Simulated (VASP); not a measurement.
# LiGa12O18 (a cell with a defect) in VASP: a series of runs, part 2 of 2

VASP 6.6.1.

## 4. Single point, PBE

INCAR reads:

```
ALGO = Normal
EDIFF = 1E-6
ENCUT = 650
GGA = PE
GGA_COMPAT = F
ISIF = 2
ISMEAR = -1
ISYM = -1
LASPH = T
LCHARG = F
LREAL = Auto
LWAVE = F
NBANDS = 154
NELECT = 266.0
NELM = 120
PREC = Accurate
SIGMA = 0.01
```

KPOINTS reads:

```
explicit points
1
Reciprocal
  0.25000000   0.25000000   0.25000000 1
```

POSCAR reads:

```
LiGa12O18
1.0
    0.0000000000      9.2496621800      0.0000000000
   -1.3977182400      0.0000000000      5.7085775500
    6.2279771500     -1.5416103600      0.0067278600
Ga O Li
12 18 1
Direct
    0.1171128222      0.6793059611      0.6812331244
    0.2233815911      0.3037409392      0.3224344282
    0.3049477051      0.2006720578      0.8213601098
    0.0316538409      0.7890791487      0.1600043312
    0.4445579903      0.6845033423      0.6747445769
    0.5522890888      0.3059839078      0.3148301996
    0.6332511900      0.2003433200      0.8117917569
    0.3643075807      0.7865209374      0.1810730247
    0.7777097728      0.6786467357      0.6821604862
    0.8822649791      0.3458289757      0.3037330455
    0.9765663636      0.2191494967      0.8461982313
    0.6871094542      0.7880185690      0.1579830664
    0.1718259003      0.7353980531      0.0015136973
    0.1714688234      0.2566727480      1.0020591006
    0.2726650458      0.4284632515      0.6486908678
    0.0538799498      0.5704999797      0.3434410846
    0.0466844089      0.1046149426      0.3175582000
    0.2763430873      0.8886438088      0.6657247708
    0.4945551633      0.7347322698     -0.0028449534
    0.5002455100      0.2514649342      0.9918342628
    0.6096510920      0.4306451391      0.6462421857
    0.3915443920      0.5560336860      0.3459618385
    0.3903660020      0.0999725191      0.3296920274
    0.6121866321      0.8857586939      0.6707638744
    0.8335718434      0.7355005608      0.0026770409
    0.8270527198      0.2597293063      0.9891872177
    0.9429292850      0.4274358749      0.6498589865
    0.7256062988      0.5713396839      0.3445534313
    0.7260084814      0.1027931877      0.3209216838
    0.9495258510      0.8951083266      0.6939356280
    0.9098367425      1.0099433661      0.4573480595
```

Potentials or basis: VASP PAW PBE potentials, release 64 (Ga_d, O, Li_sv).

Run with:

```sh
cat potpaw_PBE.64/Ga_d/POTCAR potpaw_PBE.64/O/POTCAR potpaw_PBE.64/Li_sv/POTCAR > POTCAR
mpirun -np 1 vasp_std > vasp.out
```

OUTCAR:

```text
EDIFF = 1E-6
   ENCUT = 650
   GGA = PE
   ISIF = 2
   ISMEAR = -1
   ISYM = -1
   LASPH = T
   LREAL = Auto
   NELECT = 266.0
   NELM = 120
   PREC = Accurate

 ion  position               nearest neighbor table
   1  0.117  0.679  0.681-  13 1.94  18 1.95  30 2.01  16 2.05  15 2.07  27 2.13
   2  0.223  0.304  0.322-  14 1.95  23 1.95  15 1.99  17 2.00  22 2.10  16 2.22
   3  0.305  0.201  0.821-  20 1.86  18 1.86  14 1.87  15 1.91
[... 351 lines left out ...]
  -------------------------------------------------------------------------------------
  Total        0.5554831     -4.0600125     -8.2848306      0.4684403      0.3108726      2.5406143
  in kB        2.7056137    -19.7752650    -40.3532553      2.2816508      1.5141798     12.3746716
  external PRESSURE =     -19.1409688 kB  Pullay stress =       0.0000000 kB

 VOLUME and BASIS-vectors are now :
 -----------------------------------------------------------------------------
  energy-cutoff  :      650.00
  volume of cell :      328.94
      direct lattice vectors                 reciprocal lattice vectors
     0.000000000  9.249662180  0.000000000     0.026753887  0.108112056  0.006550563
    -1.397718240  0.000000000  5.708577550    -0.000189185  0.000000000  0.175128666
     6.227977150 -1.541610360  0.006727860     0.160523321  0.000000000  0.039303377

 POSITION                                       TOTAL-FORCE (eV/Angst)
 -----------------------------------------------------------------------------------
      3.29323      0.03306      3.88245         0.006988     -0.001406      0.005878
      1.58357      1.56914      1.73610        -0.006385     -0.003258      0.002751
      4.83493      1.55445      1.15108        -0.004635      0.003985     -0.002842
     -0.10641      0.04612      4.50560        -0.010527      0.009304     -0.007337
      3.24555      3.07182      3.91208         0.010736      0.002684     -0.000480
      1.53308      4.62314      1.74885        -0.013059      0.002586     -0.000578
[... 23 lines left out ...]
      3.07071      7.71301      5.11446         0.027100      0.000253     -0.013731
      2.83446      7.71063      0.05984        -0.023816     -0.002369      0.004138
 -----------------------------------------------------------------------------------
    total drift:                                0.000080     -0.004339      0.004384

  FREE ENERGIE OF THE ION-ELECTRON SYSTEM (eV)
  ---------------------------------------------------
  free  energy   TOTEN  =      -187.6190413772 eV

  energy  without entropy=     -187.6190413772  energy(sigma->0) =     -187.61904138
```

It took 8.4 min on 1 thread of Intel Xeon 8259CL, shared host; peak memory 0.5 GiB.

What came out:

| Quantity | Value |
| --- | --- |
| Free energy | -187.6190 eV |
| Largest force | 0.030 eV/Å |

Forces on the atoms (eV/Å):
```
Ga   0.007 -0.001  0.006
Ga  -0.006 -0.003  0.003
Ga  -0.005  0.004 -0.003
Ga  -0.011  0.009 -0.007
Ga   0.011  0.003  0.000
Ga  -0.013  0.003 -0.001
Ga  -0.004  0.000 -0.007
Ga   0.007  0.000  0.005
Ga   0.003  0.001  0.006
Ga   0.000  0.000 -0.012
Ga   0.014 -0.005  0.003
Ga  -0.010 -0.010 -0.005
O    0.001 -0.005 -0.004
O    0.003 -0.004  0.005
O    0.015  0.000 -0.002
O   -0.006  0.015 -0.002
O    0.008  0.010  0.010
O   -0.024  0.000  0.013
O   -0.008 -0.001 -0.006
O    0.009  0.003  0.009
O    0.013 -0.005 -0.001
O   -0.014 -0.001 -0.002
O    0.018 -0.002 -0.015
O   -0.018  0.001  0.012
O    0.002  0.004  0.000
O   -0.005  0.001  0.002
O   -0.002  0.002 -0.007
O   -0.002 -0.010  0.005
O    0.012 -0.007  0.006
O    0.027  0.000 -0.014
Li  -0.024 -0.002  0.004
```

Caveat: the cell carries a net charge on a neutralising background, which shifts energy and pressure; the cell is charged against a uniform background, so pressure and absolute levels hang on convention.

## 5. Single point, PBE

INCAR reads:

```
PREC     = Accurate       # precision mode
ENCUT    = 650            # plane-wave cutoff, eV
EDIFF    = 1E-6           # SCF threshold, eV
ISMEAR   = -1             # smearing method
SIGMA    = 0.01           # smearing width, eV
LREAL    = Auto         
LASPH    = T              # aspherical terms in the spheres
NELM     = 120            # most SCF steps
ALGO     = Normal         # electronic algorithm
ISIF     = 2              # what is computed and relaxed
LWAVE    = F              # write WAVECAR
LCHARG   = F              # write CHGCAR
GGA      = PE             # functional
NBANDS   = 154            # bands
NELECT   = 266.0        
GGA_COMPAT= F            
ISYM     = -1
```

KPOINTS is that of step 4.

POSCAR reads:

```
LiGa12O18
1.0
    0.0000000000      9.2496621800      0.0000000000
   -1.3977182400      0.0000000000      5.7085775500
    6.2279771500     -1.5416103600      0.0067278600
Ga O Li
12 18 1
Direct
    0.1165771964      0.6672490821      0.6808806633
    0.2262846657      0.3041358528      0.3180652692
    0.3042163363      0.1979091182      0.8200900648
    0.0300774723      0.7811816395      0.1499778827
    0.4437499806      0.6854660392      0.6762859408
    0.5538557100      0.3054825606      0.3154216048
    0.6305136045      0.2024721223      0.8100924035
    0.3664316770      0.7863178756      0.1808045871
    0.7735445109      0.6830553275      0.6802597036
    0.8808595707      0.3398503442      0.3072231928
    0.9737836578      0.2134136640      0.8545881018
    0.6916787177      0.7915847458      0.1672286864
    0.1745244989      0.7306800923      0.0000043180
    0.1710306269      0.2581622911      0.9992093730
    0.2733222806      0.4246205319      0.6456383454
    0.0499775466      0.5714370802      0.3424733230
    0.0498231051      0.1023220126      0.2975472290
    0.2731891240      0.8859158594      0.6647899721
    0.4986565772      0.7378493320      0.0001290097
    0.4991033853      0.2516083035      0.9922155086
    0.6081367764      0.4331770853      0.6461215924
    0.3910092072      0.5562559864      0.3459590628
    0.3921658328      0.0996294647      0.3287039870
    0.6084570966      0.8887353552      0.6665274320
    0.8311659744      0.7320529863     -0.0009279399
    0.8226396937      0.2598807869      0.9916041706
    0.9485311893      0.4145247716      0.6495669038
    0.7248651843      0.5685980959      0.3477591323
    0.7316071834      0.1024404075      0.3307128104
    0.9492121493      0.8891013054      0.6995163930
    0.9519338570      1.0179677869      0.4784500764
```

Potentials or basis: VASP PAW PBE potentials, release 64 (Ga_d, O, Li_sv).

Run with:

```sh
cat potpaw_PBE.64/Ga_d/POTCAR potpaw_PBE.64/O/POTCAR potpaw_PBE.64/Li_sv/POTCAR > POTCAR
mpirun -np 1 vasp_std > vasp.out
```

OUTCAR:

```text
PREC = Accurate
   ENCUT = 650
   EDIFF = 1E-6
   ISMEAR = -1
   LREAL = Auto
   LASPH = T
   NELM = 120
   ISIF = 2
   GGA = PE
   NELECT = 266.0
   ISYM = -1

 ion  position               nearest neighbor table
   1  0.117  0.667  0.681-  13 1.93  18 1.97  30 2.03  15 2.05  16 2.05  27 2.09
   2  0.226  0.304  0.318-  14 1.94  23 1.95  17 1.98  15 2.00  22 2.07  16 2.27
   3  0.304  0.198  0.820-  20 1.86  14 1.86  18 1.86  15 1.91
   4  0.030  0.781  0.150-  13 1.81  25 1.85  17 1.89  16 1.92  31 2.51
   5  0.444  0.685  0.676-  24 1.96  18 1.97  19 1.97  22 2.02  21 2.13  15 2.14
   6  0.554  0.305  0.315-  23 1.95  20 1.96  21 2.02  29 2.03  22 2.12  28 2.15
   7  0.631  0.202  0.810-  24 1.85  26 1.86  20 1.86  21 1.88
   8  0.366  0.786  0.181-  23 1.85  13 1.85  19 1.86  22 1.88
   9  0.774  0.683  0.680-  25 1.94  24 1.95  30 1.99  28 2.02  21 2.06  27 2.27
  10  0.881  0.340  0.307-  26 1.91  28 1.99  16 2.01  29 2.02  27 2.07  17 2.10  31 2.41
  11  0.974  0.213  0.855-  26 1.81  14 1.83  30 1.92  27 1.94  31 2.38
  12  0.692  0.792  0.167-  19 1.83  25 1.86  29 1.87  28 1.92
  13  0.175  0.731  0.000-   4 1.81   8 1.85   1 1.93
  14  0.171  0.258  0.999-  11 1.83   3 1.86   2 1.94
  15  0.273  0.425  0.646-   3 1.91   2 2.00   1 2.05   5 2.14
  16  0.050  0.571  0.342-   4 1.92  10 2.01   1 2.05   2 2.27
  17  0.050  0.102  0.298-  31 1.78   4 1.89   2 1.98  10 2.10
  18  0.273  0.886  0.665-   3 1.86   5 1.97   1 1.97
  19  0.499  0.738  0.000-  12 1.83   8 1.86   5 1.97
  20  0.499  0.252  0.992-   3 1.86   7 1.86   6 1.96
  21  0.608  0.433  0.646-   7 1.88   6 2.02   9 2.06   5 2.13
  22  0.391  0.556  0.346-   8 1.88   5 2.02   2 2.07   6 2.12
  23  0.392  0.100  0.329-   8 1.85   2 1.95   6 1.95
  24  0.608  0.889  0.667-   7 1.85   9 1.95   5 1.96
  25  0.831  0.732  0.999-   4 1.85  12 1.86   9 1.94
  26  0.823  0.260  0.992-  11 1.81   7 1.86  10 1.91
  27  0.949  0.415  0.650-  11 1.94  10 2.07   1 2.09   9 2.27
  28  0.725  0.569  0.348-  12 1.92  10 1.99   9 2.02   6 2.15
  29  0.732  0.102  0.331-  12 1.87  10 2.02   6 2.03  31 2.14
  30  0.949  0.889  0.700-  31 1.76  11 1.92   9 1.99   1 2.03
  31  0.952  0.018  0.478-  30 1.76  17 1.78  29 2.14  11 2.38  10 2.41   4 2.51

IMPORTANT INFORMATION: All symmetrisations will be switched off!
NOSYMM: (Re-)initialisation of all symmetry stuff for point group C_1.

[... 141 lines left out ...]
 non-spin polarized calculation
  energy-cutoff  :      650.00
  volume of cell :      328.94
 maximum number of plane-waves:     12367
 NGX is ok and might be reduce to    80
   NGX = 39   NGY = 25   NGZ = 27

 number of electron     265.9999991 magnetization

 Free energy of the ion-electron system (eV)
  ---------------------------------------------------
  ext. energy  EPLUGINS =         0.00000000
  ---------------------------------------------------
  free energy    TOTEN  =      -187.45961702 eV

  energy without entropy =     -187.45961702  energy(sigma->0) =     -187.45961702

 E-fermi :   3.8591     XC(G=0): -11.4250

 val. band max:        3.5337477780   @ k =   0.2500   0.2500   0.2500
 cond. band min:       7.6853058523   @ k =   0.2500   0.2500   0.2500
 fundamental gap:      4.1515580743
 Fermi energy:         3.8591122107

 k-point     1 :       0.2500    0.2500    0.2500
  band No.  band energies     occupation
      1     -39.7348      2.00000
      2     -14.7327      2.00000
      3     -14.5579      2.00000
      4     -14.4292      2.00000
      5     -14.1522      2.00000
      6     -14.0836      2.00000
[... 137 lines left out ...]
    144      10.4694      0.00000
    145      11.1657      0.00000
 [bands above 145 left out]

------------------------ aborting loop because EDIFF is reached ----------------------------------------

  FORCE on cell =-STRESS in cart. coord.  units (eV):
  Direction    XX          YY          ZZ          XY          YZ          ZX
  --------------------------------------------------------------------------------------
  -------------------------------------------------------------------------------------
  Total        1.2476148     -3.6871334     -8.4056740     -1.5626318      0.0941933      2.5613082
  in kB        6.0768071    -17.9590677    -40.9418520     -7.6111729      0.4587911     12.4754659
  external PRESSURE =     -17.6080375 kB  Pullay stress =       0.0000000 kB

 VOLUME and BASIS-vectors are now :
 -----------------------------------------------------------------------------
  energy-cutoff  :      650.00
  volume of cell :      328.94
      direct lattice vectors                 reciprocal lattice vectors
     0.000000000  9.249662180  0.000000000     0.026753887  0.108112056  0.006550563
    -1.397718240  0.000000000  5.708577550    -0.000189185  0.000000000  0.175128666
     6.227977150 -1.541610360  0.006727860     0.160523321  0.000000000  0.039303377

 POSITION                                       TOTAL-FORCE (eV/Angst)
 -----------------------------------------------------------------------------------
      3.30788      0.02865      3.81362        -0.003154      0.012341      0.057232
      1.55581      1.60272      1.73832         0.013335     -0.019266     -0.022243
      4.83088      1.54964      1.13530        -0.004968      0.003584      0.002639
     -0.15781      0.04700      4.46044         0.021132      0.032334      0.007113
      3.25381      3.06197      3.91759         0.011263      0.011234     -0.010849
      1.53746      4.63672      1.74599        -0.002693      0.022591     -0.008867
[... 23 lines left out ...]
      3.11386      7.70151      5.08021         0.017523      0.015056     -0.006098
      2.95466      8.06748      0.10579        -0.203840     -0.489460      0.014518
 -----------------------------------------------------------------------------------
    total drift:                               -0.007637     -0.009233      0.000653

  FREE ENERGIE OF THE ION-ELECTRON SYSTEM (eV)
  ---------------------------------------------------
  free  energy   TOTEN  =      -187.4596170235 eV

  energy  without entropy=     -187.4596170235  energy(sigma->0) =     -187.45961702
```

Wall time 7 min (1 thread of Intel Xeon 8259CL, shared host); peak memory 0.5 GiB.

What came out:

* Free energy: -187.4596 eV
* Largest force: 0.530 eV/Å

Forces in eV/Å, atoms in the order of the input:
```
Ga  -0.003  0.012  0.057
Ga   0.013 -0.019 -0.022
Ga  -0.005  0.004  0.003
Ga   0.021  0.032  0.007
Ga   0.011  0.011 -0.011
Ga  -0.003  0.023 -0.009
Ga   0.005  0.025  0.000
Ga   0.015 -0.005 -0.024
Ga   0.039  0.048 -0.014
Ga  -0.066  0.040  0.039
Ga  -0.017  0.022  0.031
Ga  -0.031  0.009 -0.026
O   -0.003 -0.001  0.002
O    0.033  0.013  0.002
O    0.029  0.007  0.002
O   -0.011  0.041 -0.002
O    0.086  0.005  0.021
O   -0.007  0.035 -0.001
O   -0.017  0.009 -0.018
O    0.017  0.010 -0.002
O    0.034  0.016 -0.026
O   -0.025  0.020 -0.004
O    0.021  0.014 -0.015
O    0.002  0.031 -0.005
O    0.023  0.017 -0.002
O   -0.006  0.038 -0.014
O    0.012 -0.047  0.032
O   -0.026  0.007  0.004
O    0.043  0.059 -0.011
O    0.018  0.015 -0.006
Li  -0.204 -0.489  0.015
```

Caveat: the cell carries a net charge on a neutralising background, which shifts energy and pressure; the cell is charged against a uniform background, so pressure and absolute levels hang on convention.
